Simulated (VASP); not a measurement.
# CdSe (F-43m) in VASP: a series of runs, part 2 of 2

VASP 6.6.1.

### Step 3. Single point, PBE+D3(BJ)

This run uses another cell than the first one, of 28.54 Å³/atom, 1.014 times its volume.

Contents of INCAR:

```
SYSTEM = CdSe
ALGO = Normal
EDIFF = 1E-6
ENCUT = 520
GGA = PE
ISIF = 2
ISMEAR = 0
IVDW = 12
LASPH = .True.
LCHARG = .False.
LREAL = .False.
LWAVE = .False.
NBANDS = 16
NELM = 80
PREC = Accurate
SIGMA = 0.01
```

Contents of KPOINTS:

```
k-points
0
Gamma
  6 6 6
  0 0 0
```

Contents of POSCAR:

```
CdSe
1.0
    4.3219760935      0.0000000000      0.0000000000
    2.1609880467      3.7429410915      0.0000000000
    2.1609880467      1.2476470305      3.5288787032
Cd Se
1 1
Direct
    0.0000000000      0.0000000000      0.0000000000
    0.7500000000      0.7500000000      0.7500000000
```

Potentials or basis: VASP PAW PBE potentials, release 64 (Cd, Se).

On the command line:

```sh
$ cat potpaw_PBE.64/Cd/POTCAR potpaw_PBE.64/Se/POTCAR > POTCAR
$ mpirun -np 1 vasp_std > vasp.out
```

OUTCAR:

```text
SYSTEM = CdSe
   EDIFF = 1E-6
   ENCUT = 520
   GGA = PE
   ISIF = 2
   ISMEAR = 0
   IVDW = 12
   LASPH = .True.
   LREAL = .False.
   NELM = 80
   PREC = Accurate
 IVDW          = 12

 ion  position               nearest neighbor table
   1  0.000  0.000  0.000-   2 2.65   2 2.65   2 2.65   2 2.65
   2  0.750  0.750  0.750-   1 2.65   1 2.65   1 2.65   1 2.65

  LATTYP: Found a face centered cubic cell.
 ALAT       =     6.1121972076

  Lattice vectors:

[... 478 lines left out ...]
     16      13.7234      0.00000

------------------------ aborting loop because EDIFF is reached ----------------------------------------

 Edisp (eV)   -0.62687

 E8    (eV) :    -0.2678

  FORCE on cell =-STRESS in cart. coord.  units (eV):
  Direction    XX          YY          ZZ          XY          YZ          ZX
  --------------------------------------------------------------------------------------
  -------------------------------------------------------------------------------------
  Total       0.10731     0.10731     0.10731    -0.00000     0.00000    -0.00000
  in kB       3.01180     3.01180     3.01180    -0.00000     0.00000    -0.00000
  external pressure =        3.01 kB  Pullay stress =        0.00 kB

 VOLUME and BASIS-vectors are now :
 -----------------------------------------------------------------------------
  energy-cutoff  :      520.00
  volume of cell :       57.09
      direct lattice vectors                 reciprocal lattice vectors
     4.321976094  0.000000000  0.000000000     0.231375644 -0.133584790 -0.094458711
     2.160988047  3.742941092  0.000000000     0.000000000  0.267169580 -0.094458711
     2.160988047  1.247647031  3.528878703     0.000000000  0.000000000  0.283376133

 POSITION                                       TOTAL-FORCE (eV/Angst)
 -----------------------------------------------------------------------------------
      0.00000      0.00000      0.00000         0.000000      0.000000      0.000000
      6.48296      3.74294      2.64666        -0.000000     -0.000000      0.000000
 -----------------------------------------------------------------------------------
    total drift:                                0.000001      0.000000      0.000000

  FREE ENERGIE OF THE ION-ELECTRON SYSTEM (eV)
  ---------------------------------------------------
  free  energy   TOTEN  =        -6.1037102076 eV

  energy  without entropy=       -6.1037102076  energy(sigma->0) =       -6.10371021
```

OSZICAR:

```text
N       E                     dE             d eps       ncg     rms          rms(c)
DAV:   1     0.107569375356E+03    0.10757E+03   -0.88442E+03   520   0.101E+03
DAV:   2    -0.172365348474E+01   -0.10929E+03   -0.10263E+03   616   0.245E+02
DAV:   3    -0.583791792107E+01   -0.41143E+01   -0.41091E+01   616   0.496E+01
DAV:   4    -0.585565811771E+01   -0.17740E-01   -0.17740E-01   656   0.325E+00
DAV:   5    -0.585577494025E+01   -0.11682E-03   -0.11682E-03   624   0.229E-01    0.604E+00
DAV:   6    -0.549758879213E+01    0.35819E+00   -0.54080E-01   720   0.875E+00    0.480E+00
DAV:   7    -0.547556741820E+01    0.22021E-01   -0.14370E-01   600   0.252E+00    0.207E+00
DAV:   8    -0.547652806160E+01   -0.96064E-03   -0.13514E-02   552   0.140E+00    0.251E-01
DAV:   9    -0.547672229049E+01   -0.19423E-03   -0.14229E-03   616   0.483E-01    0.461E-02
DAV:  10    -0.547679011562E+01   -0.67825E-04   -0.15512E-04   640   0.155E-01    0.430E-02
DAV:  11    -0.547684016143E+01   -0.50046E-04   -0.82224E-05   576   0.570E-02    0.159E-02
DAV:  12    -0.547683998086E+01    0.18057E-06   -0.19355E-06   536   0.171E-02
   1 F= -.61037102E+01 E0= -.61037102E+01  d E =-.759081E-63
```

stdout:

```text
POSCAR found type information on POSCAR CdSe
 POSCAR found :  2 types and       2 ions
 scaLAPACK will be used
 LDA part: xc-table for (Slater+PW92), standard interpolation
 POSCAR, INCAR and KPOINTS ok, starting setup
 FFT: planning ... GRIDC
 FFT: planning ... GRID_SOFT
 FFT: planning ... GRID
 WAVECAR not read
 entering main loop
```

Wall time 12 s (1 thread of Intel Xeon Platinum 8259CL at 2.50GHz (Skylake/Cascade Lake), shared host); peak memory 0.18 GiB.

What came out:

| Item | Value |
| --- | --- |
| Free energy | -6.1037 eV |
| Pressure | 0.3 GPa |
| Band gap on the k mesh | 0.58 eV, direct |
| Dispersion energy per atom | -0.313 eV |

Levels at points of the mesh, in eV from the valence-band top:
```
           k point  band 5  band 6  band 7  band 8  band 9  band 10  band 11  band 12  band 13  band 14
(0.00, 0.00, 0.00)   -7.53   -7.53    0.00    0.00    0.00     0.58     5.93     5.93     5.93     9.73
(0.50, 0.00, 0.00)   -7.51   -7.25   -4.30   -0.73   -0.73     2.37     6.44     6.44     7.38    10.01
(0.50, 0.50, 0.00)   -7.47   -7.18   -4.02   -1.80   -1.80     3.16     3.74     9.05    10.13    10.13
```

Expect the measured gap to be larger: semilocal functionals such as PBE lack the derivative discontinuity.

### Step 4. Single point, RPBE

This run uses another cell than the first one, of 31.02 Å³/atom, 1.102 times its volume.

Contents of INCAR:

```
ALGO = Normal
EDIFF = 1E-6
ENCUT = 520
GGA = RP
ISIF = 2
ISMEAR = 0
LASPH = True
LCHARG = False
LREAL = False
LWAVE = False
NBANDS = 16
NELM = 100
PREC = Accurate
SIGMA = 0.01
```

Contents of KPOINTS:

```
k-points
0
Gamma
  6 6 6
```

Contents of POSCAR:

```
CdSe
1.0
    4.4434513512      0.0000000000      0.0000000000
    2.2217256756      3.8481417506      0.0000000000
    2.2217256756      1.2827139169      3.6280628358
Cd Se
1 1
Direct
    0.0000000000      0.0000000000      0.0000000000
    0.7500000000      0.7500000000      0.7500000000
```

On the command line:

```sh
$ cat potpaw_PBE.64/Cd/POTCAR potpaw_PBE.64/Se/POTCAR > POTCAR
$ mpirun -np 1 vasp_std > vasp.out
```

It took 18 s on 1 thread of Intel Xeon Platinum 8259CL at 2.50GHz (Skylake/Cascade Lake), shared host; peak memory 0.2 GiB.

The run converged. Its results:

```yaml
Free_energy: -4.8764 eV
Pressure: 0.2 GPa
Band_gap_on_the_k_mesh: 0.58 eV, direct
```

Levels at points of the mesh, in eV from the valence-band top:
| k point | band 6 | band 7 | band 8 | band 9 | band 10 | band 11 | band 12 | band 13 |
| --- | --- | --- | --- | --- | --- | --- | --- | --- |
| (0.00, 0.00, 0.00) | -7.39 | 0.00 | 0.00 | 0.00 | 0.58 | 6.00 | 6.00 | 6.00 |
| (0.50, 0.00, 0.00) | -7.16 | -3.79 | -0.61 | -0.61 | 2.39 | 6.49 | 6.49 | 7.33 |
| (0.50, 0.50, 0.00) | -7.11 | -3.61 | -1.52 | -1.52 | 3.49 | 3.72 | 8.90 | 9.76 |

Caveat: the PAW data sets were made with another functional, which shifts forces and pressure a little. As with any semilocal functional, this RPBE gap is likely too small.

### Step 5. Summary

```tsv
level	cell	gap on the mesh (eV)	pressure (GPa)
PBEsol	a = 4.302 Å, angles 60.0°, 2 atoms	0.48	0.3
PBE+D3(BJ)	a = 4.322 Å, angles 60.0°, 2 atoms	0.58	0.3
RPBE	a = 4.443 Å, angles 60.0°, 2 atoms	0.58	0.2
```

Alike in all rows: task single point; potentials or basis VASP PAW PBE potentials, release 64 (Cd, Se); no spin polarisation; k mesh 6 × 6 × 6; cutoff (eV) 520; smearing gaussian 0.01 eV.

Caveats: the PAW data sets were made with another functional, which shifts forces and pressure a little (some runs).

Total energies depend on the potentials used, so only differences within one code and one set of settings carry meaning.
